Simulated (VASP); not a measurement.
# Ta: relaxation of cell and atoms with r2SCAN

Crystal: Ta.

```
CELL_PARAMETERS angstrom
2.90037 0.00000 0.00000
-1.45019 2.51180 0.00000
0.00000 0.00000 5.16627
ATOMIC_POSITIONS crystal
Ta 0.33333 0.66667 0.25000
Ta 0.66667 0.33333 0.75000
```

This isn't the form of Ta at room conditions, which is bcc.

* Program: VASP 6.6.1
* Task: relaxation of cell and atoms
* Functional: r2SCAN
* Potentials or basis: VASP PAW PBE potentials, release 64 (Ta_pv)
* Cutoff: 600 eV
* k mesh: 11 × 11 × 5
* Occupations: fermi-dirac, width 0.05 eV
* Spin: no spin polarisation
* Dipole correction: no
* Further INCAR settings: ALGO = Normal; EDIFF = 1e-06; IBRION = 2; EDIFFG = -0.01; NSW = 60; ISIF = 3

```json
{
  "Relaxed volume": "18.52 Å³/atom",
  "Relaxed cell": "a = 2.880 Å, b = 2.880 Å, c = 5.154 Å, α = 90.00°, β = 90.00°, γ = 120.00°",
  "Space group after relaxing (to 0.1 Å)": "P6_3/mmc (No. 194)",
  "Energy gained by relaxing": "3.2 meV/atom",
  "Ionic steps": "6",
  "Pressure after relaxing": "0.0 GPa",
  "Band gap on the k mesh": "zero (bands 11 and 12 overlap by 1.53 eV)"
}
```

Step by step:
```
step  energy change (eV)  largest force (eV/Å)  pressure (GPa)  volume (Å³)
   1              0.0000                0.0000           -3.12        37.64
   2              0.0270                0.0000            8.04        35.68
   3             -0.0063                0.0000            0.02        37.03
   4             -0.0063                0.0000            0.07        37.02
   5             -0.0064                0.0000            0.01        37.04
   6             -0.0064                0.0000            0.03        37.03
```

Final structure:
```yaml
crystal:
  lattice:
    - [2.88033, 0.00000, 0.00000]
    - [-1.44016, 2.49444, 0.00000]
    - [0.00000, 0.00000, 5.15446]
  atoms:
    - { symbol: Ta, position: [0.33333, 0.66667, 0.25000] }
    - { symbol: Ta, position: [0.66667, 0.33333, 0.75000] }
```

Levels at points of the mesh, in eV from the Fermi level:
```csv
k point,band 9,band 10,band 11,band 12,band 13,band 14
"(0.00, 0.00, 0.00)",-0.69,-0.39,0.68,0.68,1.26,1.26
```

Wall time 11 min on 1 thread of Intel Xeon 8259CL (shared host), peak memory 0.2 GiB.

Caveat: the PAW data sets were made with another functional, which shifts forces and pressure a little; spin-orbit coupling is left out, which moves the levels of the heavy elements.
